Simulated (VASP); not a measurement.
A run of VASP 6.6.1 is set up as follows.

File INCAR:

```
PREC     = Accurate       # precision mode
ENCUT    = 520            # plane-wave cutoff, eV
EDIFF    = 1E-6           # SCF threshold, eV
ISMEAR   = 0              # smearing method
SIGMA    = 0.1            # smearing width, eV
LREAL    = F              # projectors in reciprocal space
LASPH    = T              # aspherical terms in the spheres
NELM     = 100            # most SCF steps
ALGO     = Fast           # electronic algorithm
ISIF     = 2              # what is computed and relaxed
LWAVE    = F              # write WAVECAR
LCHARG   = F              # write CHGCAR
GGA      = PE             # functional
NBANDS   = 13             # bands
```

Contents of KPOINTS:

```
regular mesh
0
Gamma
  18 18 18
```

POSCAR

```
Mo
1.0
   -1.6203922400      1.6203922400      1.6203922400
    1.6203922400     -1.6203922400      1.6203922400
    1.6203922400      1.6203922400     -1.6203922400
Mo
1
Direct
    0.0000000000      0.0000000000      0.0000000000
```

Potentials or basis: VASP PAW PBE potentials, release 64 (Mo_sv).

The run is started by

```sh
$ cat potpaw_PBE.64/Mo_sv/POTCAR > POTCAR
$ mpirun -np 1 vasp_std > vasp.out
```

Task: Predict the band gap on the k mesh.

Result: Zero (band 7 reaches 14.79 eV, above the bottom of band 8 at 10.06 eV).

Task: Predict the pressure.

Result: -16.2 GPa.

Caveat: the cell differs from its parent crystal (strained).
